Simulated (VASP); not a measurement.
Here is a VASP 6.6.1 calculation.

The input INCAR:

```
SYSTEM = ZnO
PREC = Accurate ; ENCUT = 520
EDIFF = 1E-6 ; ISMEAR = 0
SIGMA = 0.05 ; LREAL = .False.
LASPH = .True. ; NELM = 60
ALGO = Normal ; ISIF = 2
LWAVE = .False. ; LCHARG = .False.
GGA = CA ; NBANDS = 16
```

File KPOINTS:

```
regular mesh
0
Gamma
  12 12 12
  0 0 0
```

POSCAR

```
ZnO
1.0
    0.0569478525      2.1694420000      2.1694420000
    2.2263898525      0.0000000000      2.2263898525
    2.1694420000      2.1694420000      0.0569478525
Zn O
1 1
Direct
    0.0000000000      0.0000000000      0.0000000000
    0.5000000000      0.5000000000      0.5000000000
```

Potentials or basis: VASP PAW LDA potentials, release 64 (Zn, O).

The run is started by

```console
$ cat potpaw_LDA.64/Zn/POTCAR potpaw_LDA.64/O/POTCAR > POTCAR
$ mpirun -np 1 vasp_std > vasp.out
```

What does it give for the band gap on the k mesh?

0.62 eV, indirect (least direct gap 1.67 eV).

Predict the pressure.

-13.9 GPa.

Stress tensor (GPa, compression positive):
```
-13.77   0.00  -4.60
  0.00 -14.12   0.00
 -4.60   0.00 -13.77
```

Caveat: the cell differs from its parent crystal (strain +0.0525 x Voigt [0, 0, 0, 0, 1, 0]). A k mesh can miss the band edges.
